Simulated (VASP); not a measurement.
# Pt (Fm-3m) in VASP: further runs

The runs below take Pt through single point, with PBE0, PBE.

Everything below comes from runs of VASP 6.6.1. Logs are shortened: lines on timing, memory, paths and dates and some standing lists are left out, and cuts for length are marked.

## 1. The cell of the first run

It takes space group Fm-3m (No. 225, cubic). Conventional cell: a = 3.842 Å, b = 3.842 Å, c = 3.842 Å, α = 90.00°, β = 90.00°, γ = 90.00°. Pt (site symmetry m-3m) has 12 Pt at 2.72 Å within 3.6 Å.

## 2. Single point, PBE0

Input file POSCAR:

```
Pt
1.0
    0.0000000000      1.9208704006      1.9208704006
    1.9208704006      0.0000000000      1.9208704006
    1.9208704006      1.9208704006      0.0000000000
Pt
1
Direct
    0.0000000000      0.0000000000      0.0000000000
```

Input file INCAR.step1:

```
SYSTEM = Pt
  PREC = Accurate
  ENCUT = 520
  EDIFF = 1E-5
  ISMEAR = -1
  SIGMA = 0.05
  LREAL = .False.
  LASPH = .True.
  NELM = 60
  ALGO = Normal
  ISIF = 2
  LWAVE = .True.
  GGA = PE
  NBANDS = 11
```

Input file INCAR.step2:

```
SYSTEM = Pt
  PREC = Accurate
  ENCUT = 520
  EDIFF = 1E-6
  ISMEAR = -1
  SIGMA = 0.05
  LREAL = .False.
  LASPH = .True.
  NELM = 60
  ALGO = Normal
  ISIF = 2
  LWAVE = .False.
  LCHARG = .True.
  GGA = PE
  LHFCALC = .True.
  AEXX = 0.25
  PRECFOCK = Normal
  LELF = .True.
  LVHAR = .True.
  ISTART = 1
  NBANDS = 11
```

Input file KPOINTS:

```
regular mesh
0
Gamma
  8 8 8
  0 0 0
```

Potentials or basis: VASP PAW PBE potentials, release 64 (Pt).

On the command line:

```
cat potpaw_PBE.64/Pt/POTCAR > POTCAR
cp INCAR.step1 INCAR
mpirun -np 1 vasp_std > vasp.out
cp INCAR.step2 INCAR
mpirun -np 1 vasp_std > vasp.out
```

OUTCAR:

```text
SYSTEM = Pt
   PREC = Accurate
   ENCUT = 520
   EDIFF = 1E-6
   ISMEAR = -1
   LREAL = .False.
   LASPH = .True.
   NELM = 60
   ISIF = 2
   GGA = PE
   LHFCALC = .True.
   AEXX = 0.25
   PRECFOCK = Normal
   ISTART = 1

 ion  position               nearest neighbor table
   1  0.000  0.000  0.000-

  LATTYP: Found a face centered cubic cell.
 ALAT       =     3.8417408012

  Lattice vectors:

 A1 = (   0.0000000000,   1.9208704006,   1.9208704006)
 A2 = (   1.9208704006,   0.0000000000,   1.9208704006)
 A3 = (   1.9208704006,   1.9208704006,   0.0000000000)

Analysis of symmetry for initial positions (statically):
=====================================================================
 Subroutine PRICEL returns:
 Original cell was already a primitive cell.

 Routine SETGRP: Setting up the symmetry group for a
 face centered cubic supercell.

 Subroutine GETGRP returns: Found 48 space group operations
 (whereof 48 operations were pure point group operations)
 out of a pool of 48 trial point group operations.

The static configuration has the point symmetry O_h .

Analysis of symmetry for dynamics (positions and initial velocities):
=====================================================================
 Subroutine PRICEL returns:
 Original cell was already a primitive cell.

 Routine SETGRP: Setting up the symmetry group for a
 face centered cubic supercell.

 Subroutine GETGRP returns: Found 48 space group operations
 (whereof 48 operations were pure point group operations)
 out of a pool of 48 trial point group operations.

The dynamic configuration has the point symmetry O_h .

 Subroutine INISYM returns: Found 48 space group operations
 (whereof 48 operations are pure point group operations),
 and found     1 'primitive' translations

----------------------------------------------------------------------------------------

                                     Primitive cell

  volume of cell :      14.1750

  direct lattice vectors                    reciprocal lattice vectors
     0.000000000  1.920870401  1.920870401    -0.260298665  0.260298665  0.260298665
     1.920870401  0.000000000  1.920870401     0.260298665 -0.260298665  0.260298665
     1.920870401  1.920870401  0.000000000     0.260298665  0.260298665 -0.260298665

  length of vectors
     2.716520972  2.716520972  2.716520972     0.450850512  0.450850512  0.450850512

  position of ions in fractional coordinates (direct lattice)
     0.000000000  0.000000000  0.000000000

  ion indices of the primitive-cell ions
   primitive index   ion index
                 1           1

----------------------------------------------------------------------------------------

 KPOINTS: regular mesh

Automatic generation of k-mesh.
 Grid dimensions read from file:
 generate k-points for:    8    8    8

 Generating k-lattice:

  Cartesian coordinates                     Fractional coordinates (reciprocal lattice)
    -0.032537333  0.032537333  0.032537333     0.125000000  0.000000000  0.000000000
     0.032537333 -0.032537333  0.032537333     0.000000000  0.125000000  0.000000000
     0.032537333  0.032537333 -0.032537333     0.000000000  0.000000000  0.125000000

  Length of vectors
     0.056356314  0.056356314  0.056356314

  Shift w.r.t. Gamma in fractional coordinates (k-lattice)
     0.000000000  0.000000000  0.000000000

 Subroutine IBZKPT returns following result:
 ===========================================

 Found     29 irreducible k-points:

 Following reciprocal coordinates:
            Coordinates               Weight
  0.000000  0.000000  0.000000      1.000000
  0.125000  0.000000  0.000000      8.000000
  0.250000  0.000000  0.000000      8.000000
  0.375000  0.000000  0.000000      8.000000
  0.500000  0.000000  0.000000      4.000000
  0.125000  0.125000  0.000000      6.000000
[... 16 lines left out ...]
  0.500000  0.250000  0.125000     48.000000
 -0.375000  0.250000  0.125000     24.000000
 [... further k-points ...]
   k-points           NKPTS =     29   k-points in BZ     NKDIM =    512   number of bands    NBANDS=     11
   number of dos      NEDOS =    301   number of ions     NIONS =      1
   total plane-waves  NPLWV =   8000
   dimension x,y,z NGX =    20 NGY =   20 NGZ =   20
   dimension x,y,z NGXF=    40 NGYF=   40 NGZF=   40
   ions per type =               1
   NGX,Y,Z   is equivalent  to a cutoff of  12.24, 12.24, 12.24 a.u.
   NGXF,Y,Z  is equivalent  to a cutoff of  24.48, 24.48, 24.48 a.u.
 SYSTEM =  Pt
   PREC   = accura    normal or accurate (medium, high low for compatibility)
   ISTART =      1    job   : 0-new  1-cont  2-samecut
   ICHARG =      0    charge: 1-file 2-atom 10-const
   ISPIN  =      1    spin polarized calculation?
   LNONCOLLINEAR =      F non collinear calculations
   LSORBIT =      F    spin-orbit coupling
   LASPH  =      T    aspherical Exc in radial PAW
   ENCUT  =  520.0 eV  38.22 Ry    6.18 a.u.   5.05  5.05  5.05*2*pi/ulx,y,z
   NELM   =     60;   NELMIN=  2; NELMDL=  0     # of ELM steps
   EDIFF  = 0.1E-05   stopping-criterion for ELM
   LREAL  =      F    real-space projection
   EDIFFG = 0.1E-04   stopping-criterion for IOM
   NSW    =      0    number of steps for IOM
   IBRION =     -1    ionic relax: 0-MD 1-quasi-New 2-CG
   NFREE  =      0    steps in history (QN), initial steepest desc. (CG)
   ISIF   =      2    stress and relaxation
   ISYM   =      3    0-nonsym 1-usesym 2-fastsym
   POTIM  = 0.5000    time-step for ionic-motion
   TEBEG  =    0.0;   TEEND  =   0.0 temperature during run
   PSTRESS=    0.0 pullay stress
   NELECT =      10.0000    total number of electrons
   NUPDOWN=      -1.0000    fix difference up-down
   EMIN   =  10.00;   EMAX   =-10.00  energy-range for DOS
   EFERMI =   0.00;   METHOD = LEGACY
   ISMEAR =    -1;   SIGMA  =   0.05  broadening in eV -4-tet -1-fermi 0-gaus
   EFERMI_NEDOS =   21; number of points for ismear=-14 and -15
   IALGO  =     38    algorithm
   IMIX   =      1    mixing-type and parameters
     AMIX     =   0.40;   BMIX     =  1.00
     AMIX_MAG =   1.60;   BMIX_MAG =  1.00
  volume/ion in A,a.u.               =      14.18        95.66
  Fermi-wavevector in a.u.,A,eV,Ry     =   1.457360  2.754011 28.897379  2.123897
  Thomas-Fermi vector in A             =   2.574170
   LORBIT       =      0    0 simple, 1 ext, 2 COOP (PROOUT), +10 PAW based schemes
   GGA     = PE    functional components
   LHFCALC =     T    Hartree Fock is set to
   PRECFOCK=normal    Normal, Fast or Accurate (Low or Medium for compatibility)
   ENCUT4O =  -1.0   cutoff for four orbital integrals eV
   NKREDX  =     1    reduce k-point grid by
   NKREDY  =     1    reduce k-point grid by
   NKREDZ  =     1    reduce k-point grid by
   AEXX    =    0.2500 exact exchange contribution
   HFSCREEN=    0.0000 screening length (either q_TF or 0.3 A-1)
   HFSCREENC=   0.0000 screening length for correlation (either q_TF or 0.3 A-1)
   ENCUTFOCK=  -1.0 apply spherical cutoff to Coloumb kernel
   IVDW    =     0    specifies the selected vdW correction
   LEPSILON=     F    determine dielectric tensor
   LRPA    =     F    only Hartree local field effects (RPA)
 non-spin polarized calculation
  energy-cutoff  :      520.00
  volume of cell :       14.18
 maximum number of plane-waves:       392
  NGX = 16; NGY = 16; NGZ = 16

 number of electron       9.9999999 magnetization

 Free energy of the ion-electron system (eV)
  ---------------------------------------------------
  ext. energy  EPLUGINS =         0.00000000
  ---------------------------------------------------
  free energy    TOTEN  =        -7.32388701 eV

  energy without entropy =       -7.32176687  energy(sigma->0) =       -7.32282694

 E-fermi :  11.6517     XC(G=0): -10.8538

 val. band max:       11.5387920526   @ k =  -0.2500   0.1250   0.0000
 cond. band min:      12.0094150868   @ k =   0.3750   0.2500   0.1250
 fundamental gap:      0.4706230342
 Fermi energy:        11.6516731058

 k-point     1 :       0.0000    0.0000    0.0000
  band No.  band energies     occupation
      1      -0.3038      2.00000
      2       6.6556      2.00000
      3       6.6556      2.00000
      4       6.6556      2.00000
      5       9.0374      2.00000
      6       9.0374      2.00000
      7      28.1250      0.00000
      8      33.6921      0.00000
      9      33.6921      0.00000
     10      33.6921      0.00000
     11      39.2345      0.00000

 k-point     2 :       0.1250    0.0000    0.0000
  band No.  band energies     occupation
      1       0.4179      2.00000
      2       6.3840      2.00000
      3       6.9240      2.00000
      4       6.9240      2.00000
      5       8.9368      2.00000
      6       8.9368      2.00000
      7      29.1694      0.00000
      8      31.1144      0.00000
      9      34.7751      0.00000
     10      34.7751      0.00000
     11      41.2564      0.00000

 k-point     3 :       0.2500    0.0000    0.0000
  band No.  band energies     occupation
      1       2.0206      2.00000
      2       6.3976      2.00000
      3       7.0495      2.00000
      4       7.0495      2.00000
      5       9.4213      2.00000
      6       9.4213      2.00000
      7      27.3319      0.00000
      8      30.3047      0.00000
      9      37.4169      0.00000
     10      37.4169      0.00000
     11      38.2042      0.00000

 k-point     4 :       0.3750    0.0000    0.0000
  band No.  band energies     occupation
      1       2.6861      2.00000
      2       6.6696      2.00000
      3       6.6696      2.00000
      4       8.6786      2.00000
      5      10.8249      2.00000
      6      10.8249      2.00000
      7      22.8740      0.00000
      8      28.5175      0.00000
      9      35.0473      0.00000
     10      35.0473      0.00000
     11      41.2449      0.00000
[... 239 lines left out ...]
 k-point    22 :       0.3750    0.2500    0.1250
  band No.  band energies     occupation
      1       3.4780      2.00000
      2       5.1150      2.00000
      3       6.5578      2.00000
      4       8.6941      2.00000
      5       8.7634      2.00000
      6      12.0094      0.00156
      7      27.7302      0.00000
      8      30.2700      0.00000
      9      32.2058      0.00000
     10      34.4046      0.00000
     11      39.6101      0.00000

 k-point    23 :       0.5000    0.2500    0.1250
  band No.  band energies     occupation
      1       4.1676      2.00000
      2       5.6259      2.00000
      3       6.1554      2.00000
      4       8.2503      2.00000
      5      10.5331      2.00000
      6      14.7335      0.00000
      7      23.3219      0.00000
      8      28.7535      0.00000
      9      30.3300      0.00000
     10      35.0874      0.00000
     11      38.9391      0.00000

 k-point    24 :      -0.3750    0.2500    0.1250
  band No.  band energies     occupation
      1       4.1485      2.00000
      2       5.3307      2.00000
      3       7.2336      2.00000
      4       7.9054      2.00000
      5      11.3369      1.99632
      6      17.5694      0.00000
      7      19.3981      0.00000
      8      29.1236      0.00000
      9      29.1865      0.00000
     10      33.4986      0.00000
     11      41.0777      0.00000

 [... further k-points ...]
[... 5 lines left out ...]
  --------------------------------------------------------------------------------------
  -------------------------------------------------------------------------------------
  Total        1.8423971      1.8423971      1.8423971      0.0000000      0.0000000      0.0000000
  in kB      208.2426324    208.2426324    208.2426324      0.0000000      0.0000000      0.0000000
  external PRESSURE =     208.2426324 kB  Pullay stress =       0.0000000 kB

 VOLUME and BASIS-vectors are now :
 -----------------------------------------------------------------------------
  energy-cutoff  :      520.00
  volume of cell :       14.18
      direct lattice vectors                 reciprocal lattice vectors
     0.000000000  1.920870401  1.920870401    -0.260298665  0.260298665  0.260298665
     1.920870401  0.000000000  1.920870401     0.260298665 -0.260298665  0.260298665
     1.920870401  1.920870401  0.000000000     0.260298665  0.260298665 -0.260298665

 POSITION                                       TOTAL-FORCE (eV/Angst)
 -----------------------------------------------------------------------------------
      0.00000      0.00000      0.00000         0.000000     -0.000000     -0.000000
 -----------------------------------------------------------------------------------
    total drift:                               -0.000000      0.000000     -0.000000

  FREE ENERGIE OF THE ION-ELECTRON SYSTEM (eV)
  ---------------------------------------------------
  free  energy   TOTEN  =        -7.3238870077 eV

  energy  without entropy=       -7.3217668652  energy(sigma->0) =       -7.32282694
```

Wall time 25 min (1 thread of Intel Xeon Platinum 8259CL at 2.50GHz (Skylake/Cascade Lake), shared host); peak memory 0.15 GiB.

Results:

- Free energy: -7.3239 eV
- Pressure: 20.8 GPa
- Band gap on the k mesh: zero (band 5 reaches 12.92 eV, above the bottom of band 6 at 8.94 eV)

Caveat: the PAW data sets were made with another functional, which shifts forces and pressure a little; spin-orbit coupling is left out, which moves the levels of the heavy elements.

## 3. Single point, PBE

This run uses another cell than the first one, of 14.78 Å³/atom, 1.043 times its volume.

Input file INCAR:

```
SYSTEM = Pt
PREC     = Accurate       ! precision mode
ENCUT    = 500            ! plane-wave cutoff, eV
EDIFF    = 1E-6           ! SCF threshold, eV
ISMEAR   = -1             ! smearing method
SIGMA    = 0.05           ! smearing width, eV
LREAL    = .FALSE.        ! projectors in reciprocal space
LASPH    = .TRUE.         ! aspherical terms in the spheres
NELM     = 120            ! most SCF steps
ALGO     = Normal         ! electronic algorithm
ISIF     = 2              ! what is computed and relaxed
LWAVE    = .FALSE.        ! write WAVECAR
LCHARG   = .TRUE.         ! write CHGCAR
GGA      = PE             ! functional
LELF     = .TRUE.         ! ELF
LVHAR    = .TRUE.       
NBANDS   = 11             ! bands
GGA_COMPAT= .FALSE.
```

Input file KPOINTS:

```
Automatic mesh
0
G
  12 12 12
  0 0 0
```

Input file POSCAR:

```
Pt
1.0
    0.0000000000      1.9477392008      1.9477392008
    1.9477392008      0.0000000000      1.9477392008
    1.9477392008      1.9477392008      0.0000000000
Pt
1
Direct
    0.0000000000      0.0000000000      0.0000000000
```

Potentials or basis: VASP PAW PBE potentials, release 64 (Pt).

On the command line:

```
cat potpaw_PBE.64/Pt/POTCAR > POTCAR
mpirun -np 1 vasp_std > vasp.out
```

Wall time 4.3 s (1 thread of Intel Xeon 6975P-C (Granite Rapids), shared host); peak memory 0.13 GiB.

The run converged. Its results:

- Free energy: -6.0683 eV
- Pressure: 16.2 GPa
- Band gap on the k mesh: zero (band 5 reaches 12.19 eV, above the bottom of band 6 at 9.87 eV)

Levels at points of the mesh, in eV from the Fermi level:
```
           k point  band 2  band 3  band 4  band 5  band 6  band 7  band 8  band 9
(0.00, 0.00, 0.00)   -3.93   -3.93   -3.93   -1.70   -1.70   14.55   19.63   19.63
(0.50, 0.00, 0.00)   -4.00   -4.00   -0.58    0.03    0.03    5.98   14.12   19.10
(0.50, 0.50, 0.00)   -6.86   -0.01    0.50    0.50    1.72    9.09   11.43   11.43
```

Caveat: spin-orbit coupling is left out, which moves the levels of the heavy elements.
